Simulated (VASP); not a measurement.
# LiF (F-43m) in VASP: further runs

Runs on LiF. Level: PBE. Tasks: single point, relaxation of cell and atoms.

All numbers are computed with VASP 6.6.1; they aren't measurements. Logs are shortened: lines on timing, memory, paths and dates and some standing lists are left out, and cuts for length are marked.

**1. The cell of the first run**

The structure is cubic, space group F-43m (No. 216). The conventional cell has a = 4.364 Å, b = 4.364 Å, c = 4.364 Å, α = 90.00°, β = 90.00°, γ = 90.00°. Li (site symmetry -43m) has 4 F at 1.89 Å within 2.5 Å. Within 2.5 Å of F (site symmetry -43m) lie 4 Li at 1.89 Å.

**2. Single point, PBE**

File INCAR:

```
SYSTEM = LiF
PREC     = Accurate       ! precision mode
ENCUT    = 520            ! plane-wave cutoff, eV
EDIFF    = 1E-7           ! SCF threshold, eV
ISMEAR   = 0              ! smearing method
SIGMA    = 0.02           ! smearing width, eV
LREAL    = .FALSE.        ! projectors in reciprocal space
LASPH    = .TRUE.         ! aspherical terms in the spheres
NELM     = 100            ! most SCF steps
ALGO     = Normal         ! electronic algorithm
ISIF     = 2              ! what is computed and relaxed
LWAVE    = .FALSE.        ! write WAVECAR
LCHARG   = .FALSE.        ! write CHGCAR
GGA      = PE             ! functional
NBANDS   = 12             ! bands
```

File KPOINTS:

```
regular mesh
0
G
  10 10 10
  0 0 0
```

File POSCAR:

```
LiF
1.0
    0.0000000000      2.1818080721      2.1818080721
    2.1818080721      0.0000000000      2.1818080721
    2.1818080721      2.1818080721      0.0000000000
Li F
1 1
Direct
    0.7500000000      0.7500000000      0.7500000000
    0.5000000000      0.5000000000      0.5000000000
```

Potentials or basis: VASP PAW PBE potentials, release 64 (Li_sv, F).

Run with:

```sh
$ cat potpaw_PBE.64/Li_sv/POTCAR potpaw_PBE.64/F/POTCAR > POTCAR
$ mpirun -np 1 vasp_std > vasp.out
```

OUTCAR:

```text
SYSTEM = LiF
   PREC = Accurate
   ENCUT = 520
   EDIFF = 1E-7
   ISMEAR = 0
   LREAL = .FALSE.
   LASPH = .TRUE.
   NELM = 100
   ISIF = 2
   GGA = PE

 ion  position               nearest neighbor table
   1  0.750  0.750  0.750-   2 1.89   2 1.89   2 1.89   2 1.89
   2  0.500  0.500  0.500-   1 1.89   1 1.89   1 1.89   1 1.89

  LATTYP: Found a face centered cubic cell.
 ALAT       =     4.3636161442

  Lattice vectors:

 A1 = (   0.0000000000,   2.1818080721,   2.1818080721)
 A2 = (   2.1818080721,   0.0000000000,   2.1818080721)
 A3 = (   2.1818080721,   2.1818080721,   0.0000000000)

Analysis of symmetry for initial positions (statically):
=====================================================================
 Subroutine PRICEL returns:
 Original cell was already a primitive cell.

 Routine SETGRP: Setting up the symmetry group for a
 face centered cubic supercell.

 Subroutine GETGRP returns: Found 24 space group operations
 (whereof 24 operations were pure point group operations)
 out of a pool of 48 trial point group operations.

The static configuration has the point symmetry T_d .

Analysis of symmetry for dynamics (positions and initial velocities):
=====================================================================
 Subroutine PRICEL returns:
 Original cell was already a primitive cell.

 Routine SETGRP: Setting up the symmetry group for a
 face centered cubic supercell.

 Subroutine GETGRP returns: Found 24 space group operations
 (whereof 24 operations were pure point group operations)
 out of a pool of 48 trial point group operations.

The dynamic configuration has the point symmetry T_d .

 Subroutine INISYM returns: Found 24 space group operations
 (whereof 24 operations are pure point group operations),
 and found     1 'primitive' translations

----------------------------------------------------------------------------------------

                                     Primitive cell

  volume of cell :      20.7721

  direct lattice vectors                    reciprocal lattice vectors
     0.000000000  2.181808072  2.181808072    -0.229167729  0.229167729  0.229167729
     2.181808072  0.000000000  2.181808072     0.229167729 -0.229167729  0.229167729
     2.181808072  2.181808072  0.000000000     0.229167729  0.229167729 -0.229167729

  length of vectors
     3.085542566  3.085542566  3.085542566     0.396930149  0.396930149  0.396930149

  position of ions in fractional coordinates (direct lattice)
     0.750000000  0.750000000  0.750000000
     0.500000000  0.500000000  0.500000000

  ion indices of the primitive-cell ions
   primitive index   ion index
                 1           1
                 2           2

----------------------------------------------------------------------------------------

 KPOINTS: regular mesh

Automatic generation of k-mesh.
 Grid dimensions read from file:
 generate k-points for:   10   10   10

 Generating k-lattice:

  Cartesian coordinates                     Fractional coordinates (reciprocal lattice)
    -0.022916773  0.022916773  0.022916773     0.100000000  0.000000000  0.000000000
     0.022916773 -0.022916773  0.022916773     0.000000000  0.100000000  0.000000000
     0.022916773  0.022916773 -0.022916773     0.000000000  0.000000000  0.100000000

  Length of vectors
     0.039693015  0.039693015  0.039693015

  Shift w.r.t. Gamma in fractional coordinates (k-lattice)
     0.000000000  0.000000000  0.000000000

 Subroutine IBZKPT returns following result:
 ===========================================

 Found     47 irreducible k-points:

 Following reciprocal coordinates:
            Coordinates               Weight
  0.000000  0.000000  0.000000      1.000000
  0.100000  0.000000  0.000000      8.000000
  0.200000  0.000000  0.000000      8.000000
  0.300000  0.000000  0.000000      8.000000
  0.400000  0.000000  0.000000      8.000000
  0.500000  0.000000  0.000000      4.000000
[... 16 lines left out ...]
  0.300000  0.300000  0.000000      6.000000
  0.400000  0.300000  0.000000     24.000000
 [... further k-points ...]
   k-points           NKPTS =     47   k-points in BZ     NKDIM =     47   number of bands    NBANDS=     12
   number of dos      NEDOS =    301   number of ions     NIONS =      2
   total plane-waves  NPLWV =  13824
   dimension x,y,z NGX =    24 NGY =   24 NGZ =   24
   dimension x,y,z NGXF=    48 NGYF=   48 NGZF=   48
   ions per type =               1   1
   NGX,Y,Z   is equivalent  to a cutoff of  12.93, 12.93, 12.93 a.u.
   NGXF,Y,Z  is equivalent  to a cutoff of  25.86, 25.86, 25.86 a.u.
 SYSTEM =  LiF
   PREC   = accura    normal or accurate (medium, high low for compatibility)
   ISTART =      0    job   : 0-new  1-cont  2-samecut
   ICHARG =      2    charge: 1-file 2-atom 10-const
   ISPIN  =      1    spin polarized calculation?
   LNONCOLLINEAR =      F non collinear calculations
   LSORBIT =      F    spin-orbit coupling
   LASPH  =      T    aspherical Exc in radial PAW
   ENCUT  =  520.0 eV  38.22 Ry    6.18 a.u.   5.74  5.74  5.74*2*pi/ulx,y,z
   NELM   =    100;   NELMIN=  2; NELMDL= -5     # of ELM steps
   EDIFF  = 0.1E-06   stopping-criterion for ELM
   LREAL  =      F    real-space projection
   EDIFFG = 0.1E-05   stopping-criterion for IOM
   NSW    =      0    number of steps for IOM
   IBRION =     -1    ionic relax: 0-MD 1-quasi-New 2-CG
   NFREE  =      0    steps in history (QN), initial steepest desc. (CG)
   ISIF   =      2    stress and relaxation
   ISYM   =      2    0-nonsym 1-usesym 2-fastsym
   POTIM  = 0.5000    time-step for ionic-motion
   TEBEG  =    0.0;   TEEND  =   0.0 temperature during run
   PSTRESS=    0.0 pullay stress
   NELECT =      10.0000    total number of electrons
   NUPDOWN=      -1.0000    fix difference up-down
   EMIN   =  10.00;   EMAX   =-10.00  energy-range for DOS
   EFERMI =   0.00;   METHOD = LEGACY
   ISMEAR =     0;   SIGMA  =   0.02  broadening in eV -4-tet -1-fermi 0-gaus
   EFERMI_NEDOS =   21; number of points for ismear=-14 and -15
   IALGO  =     38    algorithm
   IMIX   =      4    mixing-type and parameters
     AMIX     =   0.40;   BMIX     =  1.00
     AMIX_MAG =   1.60;   BMIX_MAG =  1.00
  volume/ion in A,a.u.               =      10.39        70.09
  Fermi-wavevector in a.u.,A,eV,Ry     =   1.283064  2.424639 22.398632  1.646253
  Thomas-Fermi vector in A             =   2.415339
   LORBIT       =      0    0 simple, 1 ext, 2 COOP (PROOUT), +10 PAW based schemes
   GGA     = PE    functional components
   LHFCALC =     F    Hartree Fock is set to
   AEXX    =    0.0000 exact exchange contribution
   IVDW    =     0    specifies the selected vdW correction
   LEPSILON=     F    determine dielectric tensor
   LRPA    =     F    only Hartree local field effects (RPA)
 non-spin polarized calculation
 Gauss-broadening in eV      SIGMA  =   0.02
  energy-cutoff  :      520.00
  volume of cell :       20.77
 maximum number of plane-waves:       571
   NGX = 11   NGY = 11   NGZ = 11

 number of electron      10.0000000 magnetization

 number of electron       9.9999991 magnetization

 Free energy of the ion-electron system (eV)
  ---------------------------------------------------
  ext. energy  EPLUGINS =         0.00000000
  ---------------------------------------------------
  free energy    TOTEN  =        -9.62857107 eV

  energy without entropy =       -9.62857107  energy(sigma->0) =       -9.62857107

 E-fermi :  -2.5162     XC(G=0):  -8.6390

 val. band max:       -2.7562940300   @ k =   0.0000   0.0000   0.0000
 cond. band min:       4.8852117138   @ k =   0.0000   0.0000   0.0000
 fundamental gap:      7.6415057437
 Fermi energy:        -2.5162158197

 k-point     1 :       0.0000    0.0000    0.0000
  band No.  band energies     occupation
      1     -43.2421      2.00000
      2     -22.0167      2.00000
      3      -2.7563      2.00000
      4      -2.7563      2.00000
      5      -2.7563      2.00000
      6       4.8852      0.00000
      7      16.2907      0.00000
      8      16.2907      0.00000
      9      16.2907      0.00000
     10      24.6742      0.00000
     11      24.6742      0.00000
     12      24.6742      0.00000

 k-point     2 :       0.1000    0.0000    0.0000
  band No.  band energies     occupation
      1     -43.2393      2.00000
      2     -22.0016      2.00000
      3      -2.9643      2.00000
      4      -2.7804      2.00000
      5      -2.7804      2.00000
      6       5.1644      0.00000
      7      16.0446      0.00000
      8      16.3429      0.00000
      9      16.3429      0.00000
     10      23.5032      0.00000
     11      23.5134      0.00000
     12      23.5134      0.00000

 k-point     3 :       0.2000    0.0000    0.0000
  band No.  band energies     occupation
      1     -43.2318      2.00000
      2     -21.9610      2.00000
      3      -3.4711      2.00000
      4      -2.8424      2.00000
      5      -2.8424      2.00000
      6       5.9243      0.00000
      7      15.1971      0.00000
      8      16.3895      0.00000
      9      16.3896      0.00000
     10      22.5906      0.00000
     11      22.5906      0.00000
     12      22.8633      0.00000

 k-point     4 :       0.3000    0.0000    0.0000
  band No.  band energies     occupation
      1     -43.2224      2.00000
      2     -21.9085      2.00000
      3      -4.0404      2.00000
      4      -2.9170      2.00000
      5      -2.9170      2.00000
      6       7.0043      0.00000
      7      13.8763      0.00000
      8      16.2650      0.00000
      9      16.2650      0.00000
     10      22.4957      0.00000
     11      22.4958      0.00000
     12      22.9128      0.00000

 k-point     5 :       0.4000    0.0000    0.0000
  band No.  band energies     occupation
      1     -43.2149      2.00000
      2     -21.8648      2.00000
      3      -4.4667      2.00000
      4      -2.9758      2.00000
      5      -2.9758      2.00000
      6       8.1905      0.00000
      7      12.4935      0.00000
      8      16.0480      0.00000
      9      16.0480      0.00000
     10      22.9030      0.00000
     11      22.9030      0.00000
     12      22.9253      0.00000
[... 228 lines left out ...]
      1     -43.2120      2.00000
      2     -21.8498      2.00000
      3      -4.2679      2.00000
      4      -3.3473      2.00000
      5      -3.0056      2.00000
      6       8.3716      0.00000
      7      12.3002      0.00000
      8      15.6428      0.00000
      9      16.4603      0.00000
     10      21.0486      0.00000
     11      21.9920      0.00000
     12      26.8648      0.00000

 k-point    22 :      -0.2000    0.2000    0.0000
  band No.  band energies     occupation
      1     -43.2192      2.00000
      2     -21.8910      2.00000
      3      -3.9799      2.00000
      4      -3.2308      2.00000
      5      -2.9009      2.00000
      6       7.2983      0.00000
      7      13.6307      0.00000
      8      15.6705      0.00000
      9      16.7578      0.00000
     10      21.0236      0.00000
     11      21.5701      0.00000
     12      26.7108      0.00000

 k-point    23 :       0.3000    0.3000    0.0000
  band No.  band energies     occupation
      1     -43.2160      2.00000
      2     -21.8752      2.00000
      3      -3.7523      2.00000
      4      -3.2519      2.00000
      5      -3.2519      2.00000
      6       6.9889      0.00000
      7      14.7653      0.00000
      8      16.0592      0.00000
      9      16.0592      0.00000
     10      17.3156      0.00000
     11      24.9895      0.00000
     12      28.7498      0.00000

 k-point    24 :       0.4000    0.3000    0.0000
  band No.  band energies     occupation
      1     -43.2100      2.00000
      2     -21.8414      2.00000
      3      -3.9741      2.00000
      4      -3.3482      2.00000
      5      -3.3308      2.00000
      6       7.5195      0.00000
      7      13.5357      0.00000
      8      16.0845      0.00000
      9      16.1347      0.00000
     10      17.8312      0.00000
     11      24.5531      0.00000
     12      28.2317      0.00000

 [... further k-points ...]
[... 5 lines left out ...]
  --------------------------------------------------------------------------------------
  -------------------------------------------------------------------------------------
  Total       -0.0228732     -0.0228732     -0.0228732      0.0000000      0.0000000      0.0000000
  in kB       -1.7642405     -1.7642405     -1.7642405      0.0000000      0.0000000      0.0000000
  external PRESSURE =      -1.7642405 kB  Pullay stress =       0.0000000 kB

 VOLUME and BASIS-vectors are now :
 -----------------------------------------------------------------------------
  energy-cutoff  :      520.00
  volume of cell :       20.77
      direct lattice vectors                 reciprocal lattice vectors
     0.000000000  2.181808072  2.181808072    -0.229167729  0.229167729  0.229167729
     2.181808072  0.000000000  2.181808072     0.229167729 -0.229167729  0.229167729
     2.181808072  2.181808072  0.000000000     0.229167729  0.229167729 -0.229167729

 POSITION                                       TOTAL-FORCE (eV/Angst)
 -----------------------------------------------------------------------------------
      3.27271      3.27271      3.27271         0.000000      0.000000      0.000000
      2.18181      2.18181      2.18181        -0.000000     -0.000000     -0.000000
 -----------------------------------------------------------------------------------
    total drift:                               -0.000000     -0.000000     -0.000000

  FREE ENERGIE OF THE ION-ELECTRON SYSTEM (eV)
  ---------------------------------------------------
  free  energy   TOTEN  =        -9.6285710697 eV

  energy  without entropy=       -9.6285710697  energy(sigma->0) =       -9.62857107
```

Wall time 7.1 s (1 thread of AMD EPYC 9R45 (Zen 5), shared host); peak memory 0.1 GiB.

Results:

```yaml
Free_energy: -9.6286 eV
Band_gap_on_the_k_mesh: 7.64 eV, direct
```

Caveat: the cutoff is under 1.25 times the usual one of these potentials, so pressure, stress and relaxed cells hold a basis-set (Pulay) error. A k mesh can miss the band edges.

(Part 1 of 2 ends here.)
